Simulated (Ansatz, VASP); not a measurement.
**PN in VASP and in Ansatz**

```
P N
1.0
     0.00000    2.15643    2.15643
     2.15643    0.00000    2.15643
     2.15643    2.15643    0.00000
P N
1 1
Direct
  0.00000 0.00000 0.00000
  0.50000 0.50000 0.50000
```

Alike in both runs: functional PBE; dispersion D3(BJ); k mesh 12 × 12 × 12; occupations gaussian, width 0.02 eV; no spin polarisation.

Ansatz relaxed the structure, and its values are those at the end. VASP's run is a single point on that final structure, the one shown.

|  | VASP | Ansatz |
| --- | --- | --- |
| version | VASP 6.6.1 | Ansatz 0.2.0 |
| potentials or method | VASP PAW PBE potentials, release 64 (P, N), cutoff 520 eV | scalar-relativistic, plane waves, PAW |
| valence electrons in the cell | 10 | 10 |

VASP gave:

- gap on the k mesh at the Fermi level (eV): 0.19
- least direct gap on the mesh (eV): 0.48
- pressure (GPa): -0.4

Problem. What did Ansatz give for the same quantities?

Solution. gap on the k mesh at the Fermi level (eV): 0.19; least direct gap on the mesh (eV): 0.48; pressure (GPa): 0.0.
